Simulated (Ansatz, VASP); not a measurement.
## One calculation of NbAs, two programs

```
CELL_PARAMETERS angstrom
4.63024 0.00000 0.00000
-2.31512 4.00991 0.00000
0.00000 0.00000 5.20845
ATOMIC_POSITIONS crystal
Nb 0.33333 0.66667 0.45798
Nb 0.66667 0.33333 0.45798
As 0.33333 0.66667 0.95799
As 0.66667 0.33333 0.95799
```

Alike in both runs: functional PBE; k mesh 6 × 6 × 4; occupations gaussian, width 0.2 eV; no spin polarisation.

Ansatz relaxed the structure, and its values are those at the end. VASP's run is a single point on that final structure, the one shown.

|  | VASP | Ansatz |
| --- | --- | --- |
| version | VASP 6.6.1 | Ansatz 0.2.0 |
| potentials or method | VASP PAW PBE potentials, release 64 (Nb_sv, As), cutoff 500 eV | scalar-relativistic, plane waves, PAW |
| valence electrons in the cell | 36 | 56 |

|  | VASP | Ansatz | Ansatz less VASP |
| --- | --- | --- | --- |
| gap on the k mesh at the Fermi level (eV) | none | none | - |
| pressure (GPa) | 0.5 | 0.5 | +0.03 |

A gap of «none» marks a metal or a gap that the smearing closes. With one functional, cell and mesh, what is left measures potentials, basis and numerics. VASP's potentials hold 36 valence electrons a cell and Ansatz's 56, so a difference there can come from the potentials and not from the codes.
